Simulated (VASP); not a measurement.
# Li2BrF (R-3m) in VASP: a series of runs

The runs below take Li2BrF through single point, with PBE.

All numbers are computed with VASP 6.6.1; they aren't measurements. Logs are shortened: lines on timing, memory, paths and dates and some standing lists are left out, and cuts for length are marked.

### Step 1. The cell of the first run

It takes space group R-3m (No. 166, trigonal). Conventional cell: a = 3.351 Å, b = 3.351 Å, c = 15.839 Å, α = 90.00°, β = 90.00°, γ = 120.00°. Within 2.9 Å of F (site symmetry -3m) lie 6 Li at 2.20 Å. Br (site symmetry -3m) has 6 Li at 2.50 Å and 6 F at 3.27 Å and 6 Br at 3.35 Å within 3.4 Å. Within 2.9 Å of Li (site symmetry 3m) lie 3 F at 2.20 Å and 3 Br at 2.50 Å and 3 Li at 2.86 Å.

### Step 2. Single point, PBE (12.84 Å³/atom)

Input file INCAR:

```
SYSTEM = Li2BrF
  ALGO = Normal
  EDIFF = 1E-6
  ENCUT = 520
  GGA = PE
  ISIF = 2
  ISMEAR = 0
  LASPH = .True.
  LCHARG = .False.
  LREAL = .False.
  LWAVE = .False.
  NBANDS = 18
  NELM = 60
  PREC = Accurate
  SIGMA = 0.01
```

Input file KPOINTS:

```
k-points
0
Gamma
  4 4 4
  0 0 0
```

Input file POSCAR:

```
Li2BrF
1.0
    1.6754882769      0.9673436077      5.2797402117
   -1.6754882769      0.9673436077      5.2797402117
    0.0000000000     -1.9346872154      5.2797402117
F Br Li
1 1 2
Direct
    1.0000000000      0.0000000000      0.0000000000
    0.5000000000      0.5000000000      0.5000000000
    0.2670198431      0.2670198431      0.2670198431
    0.7329801569      0.7329801569      0.7329801569
```

Potentials or basis: VASP PAW PBE potentials, release 64 (F, Br, Li_sv).

Started as:

```bash
cat potpaw_PBE.64/F/POTCAR potpaw_PBE.64/Br/POTCAR potpaw_PBE.64/Li_sv/POTCAR > POTCAR
mpirun -np 1 vasp_std > vasp.out
```

OUTCAR:

```text
SYSTEM = Li2BrF
   EDIFF = 1E-6
   ENCUT = 520
   GGA = PE
   ISIF = 2
   ISMEAR = 0
   LASPH = .True.
   LREAL = .False.
   NELM = 60
   PREC = Accurate

 ion  position               nearest neighbor table
   1  0.000  0.000  0.000-   4 2.20   4 2.20   3 2.20   3 2.20   4 2.20   3 2.20
   2  0.500  0.500  0.500-   3 2.50   3 2.50   4 2.50   4 2.50   3 2.50   4 2.50
   3  0.267  0.267  0.267-   1 2.20   1 2.20   1 2.20   2 2.50   2 2.50   2 2.50
   4  0.733  0.733  0.733-   1 2.20   1 2.20   1 2.20   2 2.50   2 2.50   2 2.50

  LATTYP: Found a trigonal (rhomboedric) cell.
 ALAT       =     5.6230482236
 COS(alpha) =     0.8224301751

  Lattice vectors:

 A1 = (   1.6754882769,   0.9673436077,   5.2797402117)
 A2 = (  -1.6754882769,   0.9673436077,   5.2797402117)
 A3 = (   0.0000000000,  -1.9346872154,   5.2797402117)

Analysis of symmetry for initial positions (statically):
=====================================================================
 Subroutine PRICEL returns:
 Original cell was already a primitive cell.

 Routine SETGRP: Setting up the symmetry group for a
 trigonal (rhombohedral) supercell.

 Subroutine GETGRP returns: Found 12 space group operations
 (whereof 12 operations were pure point group operations)
 out of a pool of 12 trial point group operations.

The static configuration has the point symmetry D_3d.

Analysis of symmetry for dynamics (positions and initial velocities):
=====================================================================
 Subroutine PRICEL returns:
 Original cell was already a primitive cell.

 Routine SETGRP: Setting up the symmetry group for a
 trigonal (rhombohedral) supercell.

 Subroutine GETGRP returns: Found 12 space group operations
 (whereof 12 operations were pure point group operations)
 out of a pool of 12 trial point group operations.

The dynamic configuration has the point symmetry D_3d.

 Subroutine INISYM returns: Found 12 space group operations
 (whereof 12 operations are pure point group operations),
 and found     1 'primitive' translations

----------------------------------------------------------------------------------------

                                     Primitive cell

  volume of cell :      51.3436

  direct lattice vectors                    reciprocal lattice vectors
     1.675488277  0.967343608  5.279740212     0.298420471  0.172293139  0.063134419
    -1.675488277  0.967343608  5.279740212    -0.298420471  0.172293139  0.063134419
     0.000000000 -1.934687215  5.279740212     0.000000000 -0.344586278  0.063134419

  length of vectors
     5.623048224  5.623048224  5.623048224     0.350322220  0.350322220  0.350322220

  position of ions in fractional coordinates (direct lattice)
     0.000000000  0.000000000  0.000000000
     0.500000000  0.500000000  0.500000000
     0.267019843  0.267019843  0.267019843
     0.732980157  0.732980157  0.732980157

  ion indices of the primitive-cell ions
   primitive index   ion index
                 1           1
                 2           2
                 3           3
                 4           4

----------------------------------------------------------------------------------------

 KPOINTS: k-points

Automatic generation of k-mesh.
 Grid dimensions read from file:
 generate k-points for:    4    4    4

 Generating k-lattice:

  Cartesian coordinates                     Fractional coordinates (reciprocal lattice)
     0.074605118  0.043073285  0.015783605     0.250000000  0.000000000 -0.000000000
    -0.074605118  0.043073285  0.015783605     0.000000000  0.250000000 -0.000000000
     0.000000000 -0.086146570  0.015783605    -0.000000000 -0.000000000  0.250000000

  Length of vectors
     0.087580555  0.087580555  0.087580555

  Shift w.r.t. Gamma in fractional coordinates (k-lattice)
     0.000000000  0.000000000  0.000000000

 Subroutine IBZKPT returns following result:
 ===========================================

 Found     13 irreducible k-points:

 Following reciprocal coordinates:
            Coordinates               Weight
[... 43 lines left out ...]

  energy without entropy =      -15.34361993  energy(sigma->0) =      -15.34361993

 E-fermi :   2.8305     XC(G=0):  -9.4117

 val. band max:        2.6588235341   @ k =   0.0000   0.0000   0.0000
 cond. band min:       6.1625983292   @ k =   0.0000   0.0000   0.0000
 fundamental gap:      3.5037747951
 Fermi energy:         2.8305095536

 k-point     1 :       0.0000    0.0000    0.0000
  band No.  band energies     occupation
      1     -42.5089      2.00000
      2     -42.4864      2.00000
      3     -20.0732      2.00000
      4     -12.3106      2.00000
      5      -2.5475      2.00000
      6      -1.3436      2.00000
[... 10 lines left out ...]
     17      15.7822      0.00000
     18      15.8255      0.00000

 k-point     2 :       0.2500   -0.0000    0.0000
  band No.  band energies     occupation
      1     -42.5029      2.00000
      2     -42.4867      2.00000
      3     -20.0266      2.00000
      4     -11.8584      2.00000
      5      -2.1778      2.00000
      6      -1.9488      2.00000
[... 10 lines left out ...]
     17      15.1946      0.00000
     18      16.1215      0.00000

 k-point     3 :       0.5000   -0.0000    0.0000
  band No.  band energies     occupation
      1     -42.4951      2.00000
      2     -42.4889      2.00000
      3     -19.9793      2.00000
      4     -11.3124      2.00000
      5      -2.4448      2.00000
      6      -2.0211      2.00000
[... 10 lines left out ...]
     17      16.3743      0.00000
     18      16.4980      0.00000

 k-point     4 :       0.2500    0.2500    0.0000
  band No.  band energies     occupation
      1     -42.5028      2.00000
      2     -42.4868      2.00000
      3     -20.0264      2.00000
      4     -11.8596      2.00000
      5      -2.3528      2.00000
      6      -1.8164      2.00000
[... 144 lines left out ...]
      4     -11.8772      2.00000
      5      -2.2101      2.00000
      6      -1.7105      2.00000
[... 10 lines left out ...]
     17      14.7408      0.00000
     18      15.2219      0.00000

 k-point    12 :      -0.2500    0.5000    0.2500
  band No.  band energies     occupation
      1     -42.4951      2.00000
      2     -42.4889      2.00000
      3     -19.9790      2.00000
      4     -11.3175      2.00000
      5      -2.5319      2.00000
      6      -2.1619      2.00000
[... 10 lines left out ...]
     17      15.1747      0.00000
     18      15.6134      0.00000

 k-point    13 :       0.5000    0.5000    0.5000
  band No.  band energies     occupation
      1     -42.5075      2.00000
      2     -42.4877      2.00000
      3     -20.0703      2.00000
      4     -12.3472      2.00000
      5      -1.5203      2.00000
      6      -1.3421      2.00000
[... 10 lines left out ...]
     17      14.4427      0.00000
     18      15.6221      0.00000

------------------------ aborting loop because EDIFF is reached ----------------------------------------

  FORCE on cell =-STRESS in cart. coord.  units (eV):
  Direction    XX          YY          ZZ          XY          YZ          ZX
  --------------------------------------------------------------------------------------
  -------------------------------------------------------------------------------------
  Total        2.2205925      2.2205925      1.9851358      0.0000000      0.0000000      0.0000000
  in kB       69.2936581     69.2936581     61.9462243      0.0000000      0.0000000      0.0000000
  external PRESSURE =      66.8445135 kB  Pullay stress =       0.0000000 kB

 VOLUME and BASIS-vectors are now :
 -----------------------------------------------------------------------------
  energy-cutoff  :      520.00
  volume of cell :       51.34
      direct lattice vectors                 reciprocal lattice vectors
     1.675488277  0.967343608  5.279740212     0.298420471  0.172293139  0.063134419
    -1.675488277  0.967343608  5.279740212    -0.298420471  0.172293139  0.063134419
     0.000000000 -1.934687215  5.279740212     0.000000000 -0.344586278  0.063134419

 POSITION                                       TOTAL-FORCE (eV/Angst)
 -----------------------------------------------------------------------------------
      0.00000      0.00000      0.00000         0.000000     -0.000000     -0.000000
      0.00000      0.00000      7.91961        -0.000000     -0.000000      0.000000
      0.00000      0.00000      4.22939        -0.000000      0.000000      0.123569
      0.00000      0.00000     11.60983        -0.000000      0.000000     -0.123569
 -----------------------------------------------------------------------------------
    total drift:                                0.000000      0.000000      0.000000

  FREE ENERGIE OF THE ION-ELECTRON SYSTEM (eV)
  ---------------------------------------------------
  free  energy   TOTEN  =       -15.3436199254 eV

  energy  without entropy=      -15.3436199254  energy(sigma->0) =      -15.34361993
```

Run time: 37 s. Hardware: 1 thread of AMD EPYC 7R43 (Zen 3), shared host; peak memory 0.2 GiB.

Results:

```
Free energy            : -15.3436 eV
Largest force          : 0.124 eV/Å
Band gap on the k mesh : 3.50 eV
```

Forces on the atoms (eV/Å):
```
F    0.000  0.000  0.000
Br   0.000  0.000  0.000
Li   0.000  0.000  0.124
Li   0.000  0.000 -0.124
```

Levels at points of the mesh, in eV from the valence-band top:
```tsv
k point	band 7	band 8	band 9	band 10	band 11	band 12	band 13	band 14
(0.00, 0.00, 0.00)	-4.00	-2.21	0.00	0.00	3.50	6.93	9.34	9.34
(0.50, 0.00, 0.00)	-4.30	-4.22	-2.73	-1.22	6.61	6.95	7.55	8.02
(0.50, 0.50, 0.00)	-4.34	-3.55	-1.98	-1.11	5.12	6.60	7.67	9.11
(0.50, 0.50, 0.50)	-4.00	-3.62	-0.03	-0.03	5.03	7.19	8.89	10.11
```

Caveat: the k points lie up to 0.55 Å⁻¹ apart; the cutoff is under 1.25 times the usual one of these potentials, so pressure, stress and relaxed cells hold a basis-set (Pulay) error.

### Step 3. Single point, PBE (13.55 Å³/atom)

This run uses another cell than the first one, of 13.55 Å³/atom.

Input file INCAR:

```
ALGO = Normal
EDIFF = 1E-7
ENCUT = 520
GGA = PE
ISIF = 2
ISMEAR = 0
LASPH = T
LCHARG = F
LREAL = F
LWAVE = F
NBANDS = 18
NELM = 100
PREC = Accurate
SIGMA = 0.01
```

Input file KPOINTS:

```
k-points
0
Gamma
  4 4 4
```

Input file POSCAR:

```
Li2BrF
1.0
    1.7059583561      0.9849355161      5.3757564622
   -1.7059583561      0.9849355161      5.3757564622
    0.0000000000     -1.9698710322      5.3757564622
F Br Li
1 1 2
Direct
    1.0000000000      0.0000000000      0.0000000000
    0.5000000000      0.5000000000      0.5000000000
    0.2670198431      0.2670198431      0.2670198431
    0.7329801569      0.7329801569      0.7329801569
```

Potentials or basis: VASP PAW PBE potentials, release 64 (F, Br, Li_sv).

Started as:

```bash
cat potpaw_PBE.64/F/POTCAR potpaw_PBE.64/Br/POTCAR potpaw_PBE.64/Li_sv/POTCAR > POTCAR
mpirun -np 1 vasp_std > vasp.out
```

It took 88 s on 1 thread of AMD EPYC 7R43 (Zen 3), shared host; peak memory 0.27 GiB.

It converged, with:

```
Free energy            : -15.4361 eV
Largest force          : 0.052 eV/Å
Band gap on the k mesh : 3.47 eV
```

Forces on the atoms (eV/Å):
```
F    0.000  0.000  0.000
Br   0.000  0.000  0.000
Li   0.000  0.000  0.052
Li   0.000  0.000 -0.052
```

Levels at points of the mesh, in eV from the valence-band top:
```
           k point  band 6  band 7  band 8  band 9  band 10  band 11  band 12  band 13  band 14  band 15
(0.00, 0.00, 0.00)   -3.75   -3.75   -2.06    0.00     0.00     3.47     6.73     9.34     9.34    12.38
(0.50, 0.00, 0.00)   -4.33   -4.02   -3.93   -2.52    -1.11     6.68     6.90     7.49     7.85     9.63
(0.50, 0.50, 0.00)   -4.87   -4.06   -3.29   -1.85    -1.02     5.13     6.61     7.78     8.88     9.69
(0.50, 0.50, 0.50)   -3.74   -3.74   -3.38   -0.02    -0.02     4.95     6.94     8.84    10.10    10.10
```

Caveat: the k points lie up to 0.54 Å⁻¹ apart; the cutoff is under 1.25 times the usual one of these potentials, so pressure, stress and relaxed cells hold a basis-set (Pulay) error.

### Step 4. Single point, PBE

This run uses another cell than the first one, of 14.26 Å³/atom.

Input file INCAR:

```
SYSTEM = Li2BrF
PREC = Accurate ; ENCUT = 520
EDIFF = 1E-6 ; ISMEAR = 0
SIGMA = 0.01 ; LREAL = .False.
LASPH = .True. ; NELM = 60
ALGO = Normal ; ISIF = 2
LWAVE = .False. ; LCHARG = .False.
GGA = PE ; NBANDS = 18
```

Input file KPOINTS:

```
Automatic mesh
0
Gamma
  4 4 4
  0 0 0
```

Input file POSCAR:

```
Li2BrF
1.0
    1.7353772125      1.0019205008      5.4684601362
   -1.7353772125      1.0019205008      5.4684601362
    0.0000000000     -2.0038410015      5.4684601362
F Br Li
1 1 2
Direct
    1.0000000000      0.0000000000      0.0000000000
    0.5000000000      0.5000000000      0.5000000000
    0.2670198431      0.2670198431      0.2670198431
    0.7329801569      0.7329801569      0.7329801569
```

Started as:

```bash
cat potpaw_PBE.64/F/POTCAR potpaw_PBE.64/Br/POTCAR potpaw_PBE.64/Li_sv/POTCAR > POTCAR
mpirun -np 1 vasp_std > vasp.out
```

Run time: 69 s. Hardware: 1 thread of AMD EPYC 7R43 (Zen 3), shared host; peak memory 0.28 GiB.

It converged, with:

| Property | Result |
| --- | --- |
| Free energy | -15.4791 eV |
| Largest force | 0.009 eV/Å |
| Band gap on the k mesh | 3.44 eV |

Forces in eV/Å, atoms in the order of the input:
```
F    0.000  0.000  0.000
Br   0.000  0.000  0.000
Li   0.000  0.000 -0.009
Li   0.000  0.000  0.009
```

Levels at points of the mesh, in eV from the valence-band top:
```csv
k point,band 8,band 9,band 10,band 11,band 12,band 13
"(0.00, 0.00, 0.00)",-1.93,0.00,0.00,3.44,6.56,9.33
"(0.50, 0.00, 0.00)",-3.67,-2.34,-1.02,6.71,6.83,7.45
"(0.50, 0.50, 0.00)",-3.07,-1.73,-0.93,5.15,6.61,7.86
"(0.50, 0.50, 0.50)",-3.17,-0.02,-0.02,4.87,6.70,8.81
```

Caveat: the k points lie up to 0.53 Å⁻¹ apart; the cutoff is under 1.25 times the usual one of these potentials, so pressure, stress and relaxed cells hold a basis-set (Pulay) error.

### Step 5. Single point, PBE (14.98 Å³/atom)

This run uses another cell than the first one, of 14.98 Å³/atom.

Input file INCAR:

```
PREC     = Accurate       # precision mode
ENCUT    = 520            # plane-wave cutoff, eV
EDIFF    = 1E-6           # SCF threshold, eV
ISMEAR   = 0              # smearing method
SIGMA    = 0.01           # smearing width, eV
LREAL    = F              # projectors in reciprocal space
LASPH    = T              # aspherical terms in the spheres
NELM     = 100            # most SCF steps
ALGO     = Normal         # electronic algorithm
ISIF     = 2              # what is computed and relaxed
LWAVE    = F              # write WAVECAR
LCHARG   = F              # write CHGCAR
GGA      = PE             # functional
NBANDS   = 18             # bands
```

Input file KPOINTS:

```
Automatic mesh
0
Gamma
  4 4 4
```

Input file POSCAR:

```
Li2BrF
1.0
    1.7638310764      1.0183483468      5.5581229599
   -1.7638310764      1.0183483468      5.5581229599
    0.0000000000     -2.0366966936      5.5581229599
F Br Li
1 1 2
Direct
    1.0000000000      0.0000000000      0.0000000000
    0.5000000000      0.5000000000      0.5000000000
    0.2670198431      0.2670198431      0.2670198431
    0.7329801569      0.7329801569      0.7329801569
```

Started as:

```bash
cat potpaw_PBE.64/F/POTCAR potpaw_PBE.64/Br/POTCAR potpaw_PBE.64/Li_sv/POTCAR > POTCAR
mpirun -np 1 vasp_std > vasp.out
```

Run time: 61 s. Hardware: 1 thread of AMD EPYC 7R43 (Zen 3), shared host; peak memory 0.28 GiB.

The run converged. Its results:

```yaml
Free_energy: -15.4838 eV
Largest_force: 0.060 eV/Å
Band_gap_on_the_k_mesh: 3.39 eV
```

Forces in eV/Å, atoms in the order of the input:
```
F    0.000  0.000  0.000
Br   0.000  0.000  0.000
Li   0.000  0.000 -0.060
Li   0.000  0.000  0.060
```

Levels at points of the mesh, in eV from the valence-band top:
```csv
k point,band 7,band 8,band 9,band 10,band 11,band 12,band 13,band 14
"(0.00, 0.00, 0.00)",-3.31,-1.81,0.00,0.00,3.39,6.42,9.30,9.30
"(0.50, 0.00, 0.00)",-3.54,-3.43,-2.18,-0.93,6.67,6.80,7.43,7.54
"(0.50, 0.50, 0.00)",-3.58,-2.86,-1.62,-0.86,5.15,6.60,7.93,8.45
"(0.50, 0.50, 0.50)",-3.31,-2.97,-0.02,-0.02,4.79,6.47,8.78,10.05
```

Caveat: the k points lie up to 0.52 Å⁻¹ apart; the cutoff is under 1.25 times the usual one of these potentials, so pressure, stress and relaxed cells hold a basis-set (Pulay) error.

### Step 6. Single point, PBE (15.69 Å³/atom)

This run uses another cell than the first one, of 15.69 Å³/atom.

Input file INCAR:

```
PREC = Accurate ; ENCUT = 520
EDIFF = 1E-6 ; ISMEAR = 0
SIGMA = 0.01 ; LREAL = F
LASPH = T ; NELM = 80
ALGO = Normal ; ISIF = 2
LWAVE = F ; LCHARG = T
GGA = PE ; LELF = T
LVHAR = T ; NBANDS = 18
```

KPOINTS is that of step 5.

Input file POSCAR:

```
Li2BrF
1.0
    1.7913953892      1.0342626102      5.6449826608
   -1.7913953892      1.0342626102      5.6449826608
    0.0000000000     -2.0685252204      5.6449826608
F Br Li
1 1 2
Direct
    1.0000000000      0.0000000000      0.0000000000
    0.5000000000      0.5000000000      0.5000000000
    0.2670198431      0.2670198431      0.2670198431
    0.7329801569      0.7329801569      0.7329801569
```

Potentials or basis: VASP PAW PBE potentials, release 64 (F, Br, Li_sv).

Started as:

```bash
cat potpaw_PBE.64/F/POTCAR potpaw_PBE.64/Br/POTCAR potpaw_PBE.64/Li_sv/POTCAR > POTCAR
mpirun -np 1 vasp_std > vasp.out
```

Wall time 56 s (1 thread of AMD EPYC 7R43 (Zen 3), shared host); peak memory 0.28 GiB.

The run converged. Its results:

| Property | Result |
| --- | --- |
| Free energy | -15.4591 eV |
| Largest force | 0.105 eV/Å |
| Band gap on the k mesh | 3.34 eV |

Forces in eV/Å, atoms in the order of the input:
```
F    0.000  0.000  0.000
Br   0.000  0.000  0.000
Li   0.000  0.000 -0.105
Li   0.000  0.000  0.105
```

Levels at points of the mesh, in eV from the valence-band top:
| k point | band 7 | band 8 | band 9 | band 10 | band 11 | band 12 | band 13 | band 14 |
| --- | --- | --- | --- | --- | --- | --- | --- | --- |
| (0.00, 0.00, 0.00) | -3.13 | -1.71 | 0.00 | 0.00 | 3.34 | 6.30 | 9.27 | 9.27 |
| (0.50, 0.00, 0.00) | -3.35 | -3.23 | -2.03 | -0.86 | 6.57 | 6.81 | 7.40 | 7.41 |
| (0.50, 0.50, 0.00) | -3.38 | -2.68 | -1.52 | -0.79 | 5.15 | 6.59 | 7.99 | 8.25 |
| (0.50, 0.50, 0.50) | -3.13 | -2.80 | -0.02 | -0.02 | 4.70 | 6.26 | 8.76 | 10.01 |

Caveat: the k points lie up to 0.51 Å⁻¹ apart; the cutoff is under 1.25 times the usual one of these potentials, so pressure, stress and relaxed cells hold a basis-set (Pulay) error.

### Step 7. Overview

```csv
cell,gap on the mesh (eV),largest force (eV/Å)
"a = 5.623 Å, angles 34.7°, 4 atoms",3.50,0.12
"a = 5.725 Å, angles 34.7°, 4 atoms",3.47,0.05
"a = 5.824 Å, angles 34.7°, 4 atoms",3.44,0.01
"a = 5.920 Å, angles 34.7°, 4 atoms",3.39,0.06
"a = 6.012 Å, angles 34.7°, 4 atoms",3.34,0.10
```

Alike in all rows: task single point; level PBE; potentials or basis VASP PAW PBE potentials, release 64 (F, Br, Li_sv); no spin polarisation; k mesh 4 × 4 × 4; cutoff (eV) 520; smearing gaussian 0.01 eV.

Caveats: all runs use coarse meshes; the cutoff is under 1.25 times the usual one of these potentials, so pressure, stress and relaxed cells hold a basis-set (Pulay) error.

Total energies depend on the potentials used, so only differences within one code and one set of settings carry meaning.
